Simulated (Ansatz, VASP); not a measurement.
Bi in VASP and in Ansatz

Contents of INCAR:

```
SYSTEM = Bi
ALGO = Normal ; EDIFF = 1E-7
ENCUT = 520 ; ISIF = 2
ISMEAR = 1 ; LASPH = .TRUE.
LCHARG = .FALSE. ; LREAL = .FALSE.
LWAVE = .FALSE. ; NBANDS = 22
NELM = 100 ; PREC = Accurate
SIGMA = 0.01
```

Contents of KPOINTS:

```
k-points
0
G
  9 9 9
  0 0 0
```

POSCAR

```
Bi
1.0
    2.2451514826      1.2962388128      3.8388382945
   -2.2451514826      1.2962388128      3.8388382945
    0.0000000000     -2.5924776257      3.8388382945
Bi
2
Direct
    0.2371145469      0.2371145469      0.2371145469
    0.7628854531      0.7628854531      0.7628854531
```

Input for Ansatz:

```yaml
crystal:
  lattice:
    - [2.2451514826, 1.2962388128, 3.8388382945]
    - [-2.2451514826, 1.2962388128, 3.8388382945]
    - [0.0, -2.5924776257, 3.8388382945]
  atoms:
    - { symbol: Bi, position: [0.2371145469, 0.2371145469, 0.2371145469] }
    - { symbol: Bi, position: [0.7628854531, 0.7628854531, 0.7628854531] }
hamiltonian:
  xc: lda
  pseudopotentials:
    kind: paw
    azcp:
      Bi: "pseudopotentials/Bi.paw.azcp"
basis:
  ecutwfc: 420
  fft_grid_basis: typed
kpoints:
  mp_grid: { grid: [9, 9, 9], shift: [0, 0, 0] }
magnetization:
  spin_polarized: false
scf:
  occupations: { method: methfessel_paxton, width: 0.01 }
  lower_state_search: "off"
output:
  stress: true
  write_density: true
  write_potential: true
  elf: true
  volumetric_format: npy
```

Alike in both runs: task single point; functional LDA; k mesh 9 × 9 × 9; occupations methfessel-paxton of order 1, width 0.01 eV; no spin polarisation.

```csv
,VASP,Ansatz
version,VASP 6.6.1,Ansatz 0.2.0
potentials or method,"VASP PAW LDA potentials, release 64 (Bi_d), cutoff 520 eV","plane waves (420 eV) with PAW, scalar-relativistic"
valence electrons in the cell,30,30
```

|  | VASP | Ansatz | Ansatz less VASP |
| --- | --- | --- | --- |
| pressure (GPa) | 0.1 | 0.0 | -0.09 |
| traceless stress, the component that is largest in VASP (GPa) | -0.07 | -0.05 | +0.016 |

Ansatz warns that its potentials were made for another functional, while VASP's fit it. LDA's correlation is that of Perdew and Zunger in VASP and of Perdew and Wang (1992) in Ansatz.

Spin-orbit coupling is off throughout.
